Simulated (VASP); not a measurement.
A run of VASP 6.6.1:

Contents of INCAR:

```
PREC = Accurate ; ENCUT = 500
EDIFF = 1E-6 ; ISMEAR = 0
SIGMA = 0.01 ; LREAL = False
LASPH = True ; NELM = 120
ALGO = Normal ; ISIF = 2
LWAVE = False ; LCHARG = True
GGA = CA ; LELF = True
LVHAR = True ; NBANDS = 15
GGA_COMPAT = False
```

The input KPOINTS:

```
Automatic mesh
0
Gamma
  2 2 2
```

File POSCAR:

```
RbBr
1.0
    4.1242532581      0.0000000000      0.0000000000
    0.0000000000      4.1242532581      0.0000000000
    0.0000000000      0.0000000000      4.1242532581
Rb Br
1 1
Direct
    0.0000000000      0.0000000000      0.0000000000
    0.5000000000      0.5000000000      0.5000000000
```

Potentials or basis: VASP PAW LDA potentials, release 64 (Rb_sv, Br).

Launch:

```console
$ cat potpaw_LDA.64/Rb_sv/POTCAR potpaw_LDA.64/Br/POTCAR > POTCAR
$ mpirun -np 1 vasp_std > vasp.out
```

Hardware: 1 thread of Intel Xeon 8259CL (shared host).

Problem. Estimate the wall time of this run.

Solution. Run time: 11 s on 1 thread of Intel Xeon 8259CL, on a shared host, peak memory 0.14 GiB. Counts: scf iterations 11, k points 4.
